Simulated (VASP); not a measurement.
ZrNb2N4:

```
Zr Nb N
1.0
     3.18895   -4.44870    0.00000
     3.18895    4.44870    0.00000
     0.00000    0.00000    3.07744
Zr Nb N
1 2 4
Direct
  0.00000 0.00000 0.00000
  0.50000 0.00000 0.50000
  0.00000 0.50000 0.50000
  0.23344 0.23344 0.50000
  0.76656 0.76656 0.50000
  0.75997 0.24003 0.00000
  0.24003 0.75997 0.00000
```

The cell was built from a structure type or drawn by symmetry, and may not be a known phase.

* Program: VASP 6.6.1
* Task: relaxation of cell and atoms
* Functional: PBE
* Potentials or basis: VASP PAW PBE potentials, release 64 (Zr_sv, Nb_sv, N)
* Cutoff: 600 eV
* k mesh: 3 × 3 × 4
* Occupations: gaussian, width 0.15 eV
* Spin: no spin polarisation

At the start: pressure -2.2 GPa; volume 12.47 Å³/atom.

Question: Where does the relaxation end?

Answer: Over 8 steps the energy falls by 72.4 meV/atom and the volume is 12.04 Å³/atom (-3.5 %); space group Cmmm (No. 65, to 0.1 Å) before and after.

The path:
```
step  energy change (eV)  largest force (eV/Å)  pressure (GPa)  volume (Å³)
   1              0.0000                1.4652           -2.24        87.32
   2             -0.4345                1.0344            0.33        84.99
   3             -0.4390                0.9690            0.88        84.71
   4             -0.4680                0.4153           -2.93        84.92
   5             -0.4979                0.1186           -1.53        84.83
   6             -0.5002                0.1064            2.29        83.53
   7             -0.5041                0.0904            0.57        84.10
   8             -0.5067                0.0493            0.01        84.26
```

Final structure:
```yaml
crystal:
  lattice:
    - [3.07742, -4.29101, 0.00000]
    - [3.07742, 4.29101, 0.00000]
    - [0.00000, 0.00000, 3.19025]
  atoms:
    - { symbol: Zr, position: [0.00000, 0.00000, 0.00000] }
    - { symbol: Nb, position: [0.50000, 0.00000, 0.50000] }
    - { symbol: Nb, position: [0.00000, 0.50000, 0.50000] }
    - { symbol: N, position: [0.23944, 0.23944, 0.50000] }
    - { symbol: N, position: [0.76056, 0.76056, 0.50000] }
    - { symbol: N, position: [0.74501, 0.25499, 0.00000] }
    - { symbol: N, position: [0.25499, 0.74501, 0.00000] }
```

Caveat: the k points lie up to 0.49 Å⁻¹ apart in the final cell, too coarse for converged energies and pressures of a metal; the relaxation stopped at a loose force limit of 0.08 eV/Å, so its end isn't a converged minimum.
